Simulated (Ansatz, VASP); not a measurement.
NbH in VASP and in Ansatz

INCAR

```
PREC = Accurate ; ENCUT = 500
EDIFF = 1E-6 ; ISMEAR = 1
SIGMA = 0.1 ; LREAL = False
LASPH = True ; NELM = 120
ALGO = Normal ; ISIF = 2
LWAVE = False ; LCHARG = True
GGA = PS ; LELF = True
LVHAR = True ; NBANDS = 14
GGA_COMPAT = False
```

The input KPOINTS:

```
regular mesh
0
Gamma
  10 10 10
```

The input POSCAR:

```
NbH
1.0
   -1.5515066834      1.5515066834      1.9158215514
    1.5515066834     -1.5515066834      1.9158215514
    1.5515066834      1.5515066834     -1.9158215514
Nb H
1 1
Direct
    0.0000000000      0.0000000000      0.0000000000
    0.5000000000      0.5000000000      0.0000000000
```

Input for Ansatz:

```yaml
crystal:
  lattice:
    - [-1.5515066834434013, 1.5515066834434013, 1.9158215513623358]
    - [1.5515066834434013, -1.5515066834434013, 1.9158215513623358]
    - [1.5515066834434013, 1.5515066834434013, -1.9158215513623358]
  atoms:
    - { symbol: Nb, position: [0.0, 0.0, 0.0] }
    - { symbol: H, position: [0.5, 0.5, 0.0] }
basis:
  ecutwfc: 450.0
kpoints:
  mp_grid:
    grid: [10, 10, 10]
hamiltonian:
  xc: pbesol
scf:
  occupations:
    method: cold
output:
  stress: true
```

Alike in both runs: task single point; functional PBEsol; k mesh 10 × 10 × 10; no spin polarisation.

|  | VASP | Ansatz |
| --- | --- | --- |
| version | VASP 6.6.1 | Ansatz 0.2.0 |
| potentials or method | VASP PAW PBE potentials, release 64 (Nb_sv, H), cutoff 500 eV | plane waves, PAW |
| occupations | methfessel-paxton of order 1, width 0.1 eV | cold |
| valence electrons in the cell | 14 | 14 |

|  | VASP | Ansatz | Ansatz less VASP |
| --- | --- | --- | --- |
| pressure (GPa) | 14.4 | 15.0 | +0.58 |
| traceless stress, the component that is largest in VASP (GPa) | 0.41 | 0.23 | -0.176 |

VASP's potentials were made for PBE, not for PBEsol.
